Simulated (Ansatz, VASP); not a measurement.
## One calculation of In, two programs

```
In
1.0
     5.28646    0.00000    0.00000
    -2.64323    4.57821    0.00000
     0.00000    0.00000    3.24060
In
3
Direct
  0.00000 0.00000 0.00000
  0.33333 0.66667 0.50000
  0.66667 0.33333 0.50000
```

Alike in both runs: task relaxation of cell and atoms; functional PBE; k mesh 7 × 7 × 10; occupations fermi-dirac, width 0.1 eV; no spin polarisation.

```csv
,VASP,Ansatz
version,VASP 6.6.1,Ansatz 0.2.0
potentials or method,"VASP PAW PBE potentials, release 64 (In_d), cutoff 600 eV","plane waves (420 eV) with PAW, scalar-relativistic"
valence electrons in the cell,39,39
```

|  | VASP | Ansatz | Ansatz less VASP |
| --- | --- | --- | --- |
| relaxed volume (Å³/atom) | 27.92 | 27.92 | -0.002 |
| relaxed cell length with the largest relative difference (Å) | 5.383 | 5.383 | -0.0003 |
